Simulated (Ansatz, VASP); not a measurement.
# Sb in VASP and in Ansatz

```
Sb
1.0
     2.17707    1.25693    3.82988
    -2.17707    1.25693    3.82988
     0.00000   -2.51386    3.82988
Sb
2
Direct
  0.26826 0.26826 0.26826
  0.73174 0.73174 0.73174
```

Alike in both runs: task electric field gradients; functional r2SCAN; k mesh 11 × 11 × 11; occupations fermi-dirac, width 0.05 eV; no spin polarisation.

|  | VASP | Ansatz |
| --- | --- | --- |
| version | VASP 6.6.1 | Ansatz 0.2.0 |
| potentials or method | VASP PAW PBE potentials, release 64 (Sb), cutoff 520 eV | all-electron PAW with datasets made for the crystal, scalar-relativistic |

```tsv
	VASP	Ansatz	Ansatz less VASP
pressure (GPa)	0.1	0.0	-0.10
traceless stress, the component that is largest in VASP (GPa)	0.22	0.26	+0.043
rms of the force components (eV/Å)	0.035	0.001	-0.0331
size of Vzz on the site where it differs most (V/Å²)	65.9	71.7	+5.78
```

VASP's potentials were made for PBE, not for r2SCAN. Atom by atom the forces differ by 0.033 eV/Å (rms over components). Ansatz ran all-electron here, and VASP with PAW potentials.

Neither program's run includes spin-orbit coupling.
